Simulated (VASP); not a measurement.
Input of a VASP 6.6.1 run:

INCAR

```
SYSTEM = KFeAs2
ALGO = Normal
EDIFF = 1E-6
ENCUT = 520
GGA = PE
ISIF = 2
ISMEAR = -1
LASPH = .TRUE.
LCHARG = .FALSE.
LREAL = .FALSE.
LWAVE = .FALSE.
NBANDS = 22
NELM = 80
PREC = Accurate
SIGMA = 0.05
```

File KPOINTS:

```
k-points
0
G
  9 9 9
  0 0 0
```

POSCAR

```
KFeAs2
1.0
   -1.9803680000      1.9803680000      6.3830190000
    1.9803680000     -1.9803680000      6.3830190000
    1.9803680000      1.9803680000     -6.3830190000
As Fe K
2 1 1
Direct
    0.3307380000      0.3307380000      0.0000000000
    0.6692620000      0.6692620000      0.0000000000
    0.2500000000      0.7500000000      0.5000000000
    0.0000000000      0.0000000000      0.0000000000
```

Potentials or basis: VASP PAW PBE potentials, release 64 (As, Fe, K_sv).

Command:

```bash
$ cat potpaw_PBE.64/As/POTCAR potpaw_PBE.64/Fe/POTCAR potpaw_PBE.64/K_sv/POTCAR > POTCAR
$ mpirun -np 1 vasp_std > vasp.out
```

Task: Estimate the pressure.

Result: 0.0 GPa.

Task: Predict the band gap on the k mesh.

Result: Zero (an odd number of electrons rules out a gap without spin polarisation).

Stress tensor (GPa, compression positive):
```
-0.07  0.00  0.00
 0.00 -0.07  0.00
 0.00  0.00  0.01
```

Caveat: the run has no spin polarisation, though such a crystal can be magnetic. Spin polarisation is off, so any magnetic state and its effect on volume and gap are missing.
